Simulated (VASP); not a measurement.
# ZrN (Fm-3m) in VASP: notebook, part 2 of 3

VASP 6.6.1. Earlier steps stand in the parts before.

**3. Electric field gradients, PBEsol (11.44 Å³/atom)**

This run uses another cell than the first one, of 11.44 Å³/atom.

Contents of INCAR:

```
  ALGO = Normal
  EDIFF = 1E-8
  ENCUT = 520
  GGA = PS
  GGA_COMPAT = False
  ISIF = 2
  ISMEAR = -1
  LASPH = True
  LCHARG = False
  LEFG = True
  LREAL = False
  LWAVE = False
  NBANDS = 16
  NELM = 120
  PREC = Accurate
  SIGMA = 0.01
```

Contents of KPOINTS:

```
k-points
0
Gamma
  9 9 9
```

Contents of POSCAR:

```
ZrN
1.0
    0.0000000000      2.2533582426      2.2533582426
    2.2533582426      0.0000000000      2.2533582426
    2.2533582426      2.2533582426      0.0000000000
Zr N
1 1
Direct
    0.0000000000      0.0000000000      0.0000000000
    0.5000000000      0.5000000000      0.5000000000
```

Potentials or basis: VASP PAW PBE potentials, release 64 (Zr_sv, N).

Launch:

```bash
$ cat potpaw_PBE.64/Zr_sv/POTCAR potpaw_PBE.64/N/POTCAR > POTCAR
$ mpirun -np 1 vasp_std > vasp.out
```

OUTCAR:

```text
EDIFF = 1E-8
   ENCUT = 520
   GGA = PS
   ISIF = 2
   ISMEAR = -1
   LASPH = True
   LREAL = False
   NELM = 120
   PREC = Accurate

 ion  position               nearest neighbor table
   1  0.000  0.000  0.000-   2 2.25   2 2.25   2 2.25   2 2.25   2 2.25   2 2.25
   2  0.500  0.500  0.500-   1 2.25   1 2.25   1 2.25   1 2.25   1 2.25   1 2.25

  LATTYP: Found a face centered cubic cell.
 ALAT       =     4.5067164852

  Lattice vectors:

 A1 = (   0.0000000000,   2.2533582426,   2.2533582426)
 A2 = (   2.2533582426,   0.0000000000,   2.2533582426)
 A3 = (   2.2533582426,   2.2533582426,   0.0000000000)

Analysis of symmetry for initial positions (statically):
=====================================================================
 Subroutine PRICEL returns:
 Original cell was already a primitive cell.

 Routine SETGRP: Setting up the symmetry group for a
 face centered cubic supercell.

 Subroutine GETGRP returns: Found 48 space group operations
 (whereof 48 operations were pure point group operations)
 out of a pool of 48 trial point group operations.

The static configuration has the point symmetry O_h .

Analysis of symmetry for dynamics (positions and initial velocities):
=====================================================================
 Subroutine PRICEL returns:
 Original cell was already a primitive cell.

 Routine SETGRP: Setting up the symmetry group for a
 face centered cubic supercell.

 Subroutine GETGRP returns: Found 48 space group operations
 (whereof 48 operations were pure point group operations)
 out of a pool of 48 trial point group operations.

The dynamic configuration has the point symmetry O_h .

 Subroutine INISYM returns: Found 48 space group operations
 (whereof 48 operations are pure point group operations),
 and found     1 'primitive' translations

----------------------------------------------------------------------------------------

                                     Primitive cell

  volume of cell :      22.8834

  direct lattice vectors                    reciprocal lattice vectors
     0.000000000  2.253358243  2.253358243    -0.221891038  0.221891038  0.221891038
     2.253358243  0.000000000  2.253358243     0.221891038 -0.221891038  0.221891038
     2.253358243  2.253358243  0.000000000     0.221891038  0.221891038 -0.221891038

  length of vectors
     3.186729788  3.186729788  3.186729788     0.384326552  0.384326552  0.384326552

  position of ions in fractional coordinates (direct lattice)
     0.000000000  0.000000000  0.000000000
     0.500000000  0.500000000  0.500000000

  ion indices of the primitive-cell ions
   primitive index   ion index
                 1           1
                 2           2

----------------------------------------------------------------------------------------

 KPOINTS: k-points

Automatic generation of k-mesh.
 Grid dimensions read from file:
 generate k-points for:    9    9    9

 Generating k-lattice:

[... 63 lines left out ...]
   EDIFFG = 0.1E-06   stopping-criterion for IOM
   NSW    =      0    number of steps for IOM
   IBRION =     -1    ionic relax: 0-MD 1-quasi-New 2-CG
   NFREE  =      0    steps in history (QN), initial steepest desc. (CG)
   ISIF   =      2    stress and relaxation
   ISYM   =      2    0-nonsym 1-usesym 2-fastsym
   POTIM  = 0.5000    time-step for ionic-motion
   TEBEG  =    0.0;   TEEND  =   0.0 temperature during run
   PSTRESS=    0.0 pullay stress
   NELECT =      17.0000    total number of electrons
   NUPDOWN=      -1.0000    fix difference up-down
   EMIN   =  10.00;   EMAX   =-10.00  energy-range for DOS
   EFERMI =   0.00;   METHOD = LEGACY
   ISMEAR =    -1;   SIGMA  =   0.01  broadening in eV -4-tet -1-fermi 0-gaus
   EFERMI_NEDOS =   21; number of points for ismear=-14 and -15
   IALGO  =     38    algorithm
   IMIX   =      4    mixing-type and parameters
     AMIX     =   0.40;   BMIX     =  1.00
     AMIX_MAG =   1.60;   BMIX_MAG =  1.00
  volume/ion in A,a.u.               =      11.44        77.21
  Fermi-wavevector in a.u.,A,eV,Ry     =   1.482692  2.801881 29.910709  2.198375
  Thomas-Fermi vector in A             =   2.596446
   LORBIT       =      0    0 simple, 1 ext, 2 COOP (PROOUT), +10 PAW based schemes
   GGA     = PS    functional components
   LHFCALC =     F    Hartree Fock is set to
   AEXX    =    0.0000 exact exchange contribution
   IVDW    =     0    specifies the selected vdW correction
   LEPSILON=     F    determine dielectric tensor
   LRPA    =     F    only Hartree local field effects (RPA)
 non-spin polarized calculation
  energy-cutoff  :      520.00
  volume of cell :       22.88
 maximum number of plane-waves:       628
   NGX = 11   NGY = 11   NGZ = 11

 number of electron      17.0000001 magnetization

 Free energy of the ion-electron system (eV)
  ---------------------------------------------------
  ext. energy  EPLUGINS =         0.00000000
  ---------------------------------------------------
  free energy    TOTEN  =       -21.53377139 eV

  energy without entropy =      -21.53283062  energy(sigma->0) =      -21.53330101

 E-fermi :  12.4564     XC(G=0): -12.9519

 val. band max:       12.4323454381   @ k =   0.1111   0.0000   0.0000
 cond. band min:      12.4644811422   @ k =   0.4444   0.2222   0.1111
 fundamental gap:      0.0321357040
 Fermi energy:        12.4564281834

 k-point     1 :       0.0000    0.0000    0.0000
  band No.  band energies     occupation
      1     -36.8142      2.00000
      2     -14.4047      2.00000
      3     -14.4047      2.00000
      4     -14.4047      2.00000
      5      -3.9283      2.00000
      6       9.7889      2.00000
[... 433 lines left out ...]
      3     -14.8240      2.00000
      4     -14.8240      2.00000
      5      -3.3809      2.00000
      6       7.7665      2.00000
[... 8 lines left out ...]
     15      23.6087      0.00000
     16      28.7555      0.00000

 [... further k-points ...]
[... 5 lines left out ...]
  --------------------------------------------------------------------------------------
  -------------------------------------------------------------------------------------
  Total        1.2972783      1.2972783      1.2972783      0.0000000      0.0000000      0.0000000
  in kB       90.8286793     90.8286793     90.8286793      0.0000000      0.0000000      0.0000000
  external PRESSURE =      90.8286793 kB  Pullay stress =       0.0000000 kB

 VOLUME and BASIS-vectors are now :
 -----------------------------------------------------------------------------
  energy-cutoff  :      520.00
  volume of cell :       22.88
      direct lattice vectors                 reciprocal lattice vectors
     0.000000000  2.253358243  2.253358243    -0.221891038  0.221891038  0.221891038
     2.253358243  0.000000000  2.253358243     0.221891038 -0.221891038  0.221891038
     2.253358243  2.253358243  0.000000000     0.221891038  0.221891038 -0.221891038

 POSITION                                       TOTAL-FORCE (eV/Angst)
 -----------------------------------------------------------------------------------
      0.00000      0.00000      0.00000         0.000000      0.000000      0.000000
      2.25336      2.25336      2.25336         0.000000      0.000000      0.000000
 -----------------------------------------------------------------------------------
    total drift:                                0.000000     -0.000000     -0.000000

  FREE ENERGIE OF THE ION-ELECTRON SYSTEM (eV)
  ---------------------------------------------------
  free  energy   TOTEN  =       -21.5337713932 eV

  energy  without entropy=      -21.5328306169  energy(sigma->0) =      -21.53330101

 Electric field gradients (V/A^2)
---------------------------------------------------------------------
 ion       V_xx      V_yy      V_zz      V_xy      V_xz      V_yz
---------------------------------------------------------------------
   1       0.000     0.000     0.000    -0.000    -0.000    -0.000
   2       0.000    -0.000    -0.000     0.001     0.001     0.001
---------------------------------------------------------------------

 Electric field gradients after diagonalization (V/A^2)
 (convention: |V_zz| > |V_xx| > |V_yy|)
----------------------------------------------------------------------
 ion       V_xx      V_yy      V_zz     asymmetry (V_yy - V_xx)/ V_zz
----------------------------------------------------------------------
   1       0.000     0.000    -0.000       0.000
   2      -0.001    -0.001     0.002       0.000
----------------------------------------------------------------------

           NMR quadrupolar parameters

 Cq : quadrupolar parameter    Cq=e*Q*V_zz/h
 eta: asymmetry parameters     (V_yy - V_xx)/ V_zz
 Q  : nuclear electric quadrupole moment in mb (millibarn)
----------------------------------------------------------------------
 ion       Cq(MHz)       eta       Q (mb)
----------------------------------------------------------------------
   1      -0.000       0.000       1.000
   2       0.000       0.000       1.000
----------------------------------------------------------------------
```

Wall time 20 s (1 thread of Intel Xeon 8259CL, shared host); peak memory 0.14 GiB.

Results:

- Free energy: -21.5338 eV
- Pressure: 9.1 GPa
- Band gap on the k mesh: zero (an odd number of electrons rules out a gap without spin polarisation)
- Largest electric field gradient by atom: zero within the noise of the run

Caveat: the cell stands under pressure; the PAW data sets were made with another functional, which shifts forces and pressure a little.

**4. Electric field gradients, PBEsol (11.68 Å³/atom)**

This run uses another cell than the first one, of 11.68 Å³/atom.

Contents of INCAR:

```
SYSTEM = ZrN
ALGO = Normal
EDIFF = 1E-8
ENCUT = 520
GGA = PS
GGA_COMPAT = .FALSE.
ISIF = 2
ISMEAR = -1
LASPH = .TRUE.
LCHARG = .FALSE.
LEFG = .TRUE.
LREAL = .FALSE.
LWAVE = .FALSE.
NBANDS = 16
NELM = 120
PREC = Accurate
SIGMA = 0.01
```

Contents of KPOINTS:

```
k-points
0
G
  9 9 9
  0 0 0
```

Contents of POSCAR:

```
ZrN
1.0
    0.0000000000      2.2688991354      2.2688991354
    2.2688991354      0.0000000000      2.2688991354
    2.2688991354      2.2688991354      0.0000000000
Zr N
1 1
Direct
    0.0000000000      0.0000000000      0.0000000000
    0.5000000000      0.5000000000      0.5000000000
```

Potentials or basis: VASP PAW PBE potentials, release 64 (Zr_sv, N).

Launch:

```bash
$ cat potpaw_PBE.64/Zr_sv/POTCAR potpaw_PBE.64/N/POTCAR > POTCAR
$ mpirun -np 1 vasp_std > vasp.out
```

OUTCAR:

```text
SYSTEM = ZrN
   EDIFF = 1E-8
   ENCUT = 520
   GGA = PS
   ISIF = 2
   ISMEAR = -1
   LASPH = .TRUE.
   LREAL = .FALSE.
   NELM = 120
   PREC = Accurate

 ion  position               nearest neighbor table
   1  0.000  0.000  0.000-   2 2.27   2 2.27   2 2.27   2 2.27   2 2.27   2 2.27
   2  0.500  0.500  0.500-   1 2.27   1 2.27   1 2.27   1 2.27   1 2.27   1 2.27

  LATTYP: Found a face centered cubic cell.
 ALAT       =     4.5377982708

  Lattice vectors:

 A1 = (   0.0000000000,   2.2688991354,   2.2688991354)
 A2 = (   2.2688991354,   0.0000000000,   2.2688991354)
 A3 = (   2.2688991354,   2.2688991354,   0.0000000000)

Analysis of symmetry for initial positions (statically):
=====================================================================
 Subroutine PRICEL returns:
 Original cell was already a primitive cell.

 Routine SETGRP: Setting up the symmetry group for a
 face centered cubic supercell.

 Subroutine GETGRP returns: Found 48 space group operations
 (whereof 48 operations were pure point group operations)
 out of a pool of 48 trial point group operations.

The static configuration has the point symmetry O_h .

Analysis of symmetry for dynamics (positions and initial velocities):
=====================================================================
 Subroutine PRICEL returns:
 Original cell was already a primitive cell.

 Routine SETGRP: Setting up the symmetry group for a
 face centered cubic supercell.

 Subroutine GETGRP returns: Found 48 space group operations
 (whereof 48 operations were pure point group operations)
 out of a pool of 48 trial point group operations.

The dynamic configuration has the point symmetry O_h .

 Subroutine INISYM returns: Found 48 space group operations
 (whereof 48 operations are pure point group operations),
 and found     1 'primitive' translations

----------------------------------------------------------------------------------------

                                     Primitive cell

  volume of cell :      23.3601

  direct lattice vectors                    reciprocal lattice vectors
     0.000000000  2.268899135  2.268899135    -0.220371189  0.220371189  0.220371189
     2.268899135  0.000000000  2.268899135     0.220371189 -0.220371189  0.220371189
     2.268899135  2.268899135  0.000000000     0.220371189  0.220371189 -0.220371189

  length of vectors
     3.208707929  3.208707929  3.208707929     0.381694096  0.381694096  0.381694096

  position of ions in fractional coordinates (direct lattice)
     0.000000000  0.000000000  0.000000000
     0.500000000  0.500000000  0.500000000

  ion indices of the primitive-cell ions
   primitive index   ion index
                 1           1
                 2           2

----------------------------------------------------------------------------------------

 KPOINTS: k-points

[... 67 lines left out ...]
   EDIFF  = 0.1E-07   stopping-criterion for ELM
   LREAL  =      F    real-space projection
   EDIFFG = 0.1E-06   stopping-criterion for IOM
   NSW    =      0    number of steps for IOM
   IBRION =     -1    ionic relax: 0-MD 1-quasi-New 2-CG
   NFREE  =      0    steps in history (QN), initial steepest desc. (CG)
   ISIF   =      2    stress and relaxation
   ISYM   =      2    0-nonsym 1-usesym 2-fastsym
   POTIM  = 0.5000    time-step for ionic-motion
   TEBEG  =    0.0;   TEEND  =   0.0 temperature during run
   PSTRESS=    0.0 pullay stress
   NELECT =      17.0000    total number of electrons
   NUPDOWN=      -1.0000    fix difference up-down
   EMIN   =  10.00;   EMAX   =-10.00  energy-range for DOS
   EFERMI =   0.00;   METHOD = LEGACY
   ISMEAR =    -1;   SIGMA  =   0.01  broadening in eV -4-tet -1-fermi 0-gaus
   EFERMI_NEDOS =   21; number of points for ismear=-14 and -15
   IALGO  =     38    algorithm
   IMIX   =      4    mixing-type and parameters
     AMIX     =   0.40;   BMIX     =  1.00
     AMIX_MAG =   1.60;   BMIX_MAG =  1.00
  volume/ion in A,a.u.               =      11.68        78.82
  Fermi-wavevector in a.u.,A,eV,Ry     =   1.472536  2.782690 29.502364  2.168363
  Thomas-Fermi vector in A             =   2.587539
   LORBIT       =      0    0 simple, 1 ext, 2 COOP (PROOUT), +10 PAW based schemes
   GGA     = PS    functional components
   LHFCALC =     F    Hartree Fock is set to
   AEXX    =    0.0000 exact exchange contribution
   IVDW    =     0    specifies the selected vdW correction
   LEPSILON=     F    determine dielectric tensor
   LRPA    =     F    only Hartree local field effects (RPA)
 non-spin polarized calculation
  energy-cutoff  :      520.00
  volume of cell :       23.36
 maximum number of plane-waves:       638
   NGX = 11   NGY = 11   NGZ = 11

 number of electron      17.0000000 magnetization

 Free energy of the ion-electron system (eV)
  ---------------------------------------------------
  ext. energy  EPLUGINS =         0.00000000
  ---------------------------------------------------
  free energy    TOTEN  =       -21.55206884 eV

  energy without entropy =      -21.55113213  energy(sigma->0) =      -21.55160048

 E-fermi :  12.1847     XC(G=0): -12.8427

 val. band max:       12.1602630222   @ k =   0.1111   0.0000   0.0000
 cond. band min:      12.1928256933   @ k =   0.4444   0.2222   0.1111
 fundamental gap:      0.0325626711
 Fermi energy:        12.1847278614

 k-point     1 :       0.0000    0.0000    0.0000
  band No.  band energies     occupation
      1     -37.1410      2.00000
      2     -14.7565      2.00000
      3     -14.7565      2.00000
      4     -14.7565      2.00000
      5      -4.1164      2.00000
      6       9.5429      2.00000
[... 433 lines left out ...]
      3     -15.1477      2.00000
      4     -15.1477      2.00000
      5      -3.5479      2.00000
      6       7.4779      2.00000
[... 8 lines left out ...]
     15      23.0415      0.00000
     16      28.2229      0.00000

 [... further k-points ...]
[... 5 lines left out ...]
  --------------------------------------------------------------------------------------
  -------------------------------------------------------------------------------------
  Total        0.4396022      0.4396022      0.4396022     -0.0000000      0.0000000     -0.0000000
  in kB       30.1505252     30.1505252     30.1505252     -0.0000000      0.0000000     -0.0000000
  external PRESSURE =      30.1505252 kB  Pullay stress =       0.0000000 kB

 VOLUME and BASIS-vectors are now :
 -----------------------------------------------------------------------------
  energy-cutoff  :      520.00
  volume of cell :       23.36
      direct lattice vectors                 reciprocal lattice vectors
     0.000000000  2.268899135  2.268899135    -0.220371189  0.220371189  0.220371189
     2.268899135  0.000000000  2.268899135     0.220371189 -0.220371189  0.220371189
     2.268899135  2.268899135  0.000000000     0.220371189  0.220371189 -0.220371189

 POSITION                                       TOTAL-FORCE (eV/Angst)
 -----------------------------------------------------------------------------------
      0.00000      0.00000      0.00000         0.000000     -0.000000      0.000000
      2.26890      2.26890      2.26890         0.000000      0.000000      0.000000
 -----------------------------------------------------------------------------------
    total drift:                                0.000000     -0.000000     -0.000000

  FREE ENERGIE OF THE ION-ELECTRON SYSTEM (eV)
  ---------------------------------------------------
  free  energy   TOTEN  =       -21.5520688364 eV

  energy  without entropy=      -21.5511321287  energy(sigma->0) =      -21.55160048

 Electric field gradients (V/A^2)
---------------------------------------------------------------------
 ion       V_xx      V_yy      V_zz      V_xy      V_xz      V_yz
---------------------------------------------------------------------
   1      -0.000     0.000     0.000    -0.000    -0.000    -0.000
   2       0.000     0.000     0.000     0.001     0.001     0.001
---------------------------------------------------------------------

 Electric field gradients after diagonalization (V/A^2)
 (convention: |V_zz| > |V_xx| > |V_yy|)
----------------------------------------------------------------------
 ion       V_xx      V_yy      V_zz     asymmetry (V_yy - V_xx)/ V_zz
----------------------------------------------------------------------
   1       0.000     0.000    -0.000       0.000
   2      -0.001    -0.001     0.002       0.000
----------------------------------------------------------------------

           NMR quadrupolar parameters

 Cq : quadrupolar parameter    Cq=e*Q*V_zz/h
 eta: asymmetry parameters     (V_yy - V_xx)/ V_zz
 Q  : nuclear electric quadrupole moment in mb (millibarn)
----------------------------------------------------------------------
 ion       Cq(MHz)       eta       Q (mb)
----------------------------------------------------------------------
   1      -0.000       0.000       1.000
   2       0.000       0.000       1.000
----------------------------------------------------------------------
```

It took 16 s on 1 thread of Intel Xeon 8259CL, shared host; peak memory 0.14 GiB.

What came out:

```
Free energy                             : -21.5521 eV
Pressure                                : 3.0 GPa
Band gap on the k mesh                  : zero (an odd number of electrons rules out a gap without spin polarisation)
Largest electric field gradient by atom : zero within the noise of the run
```

Levels at points of the mesh, in eV from the Fermi level:
```tsv
k point	band 6	band 7	band 8	band 9	band 10	band 11	band 12	band 13
(0.00, 0.00, 0.00)	-2.64	-2.64	-2.64	-0.39	-0.39	-0.39	1.68	1.68
```

Caveat: the cell stands under pressure; the PAW data sets were made with another functional, which shifts forces and pressure a little.

(Continued in part 3 of 3.)
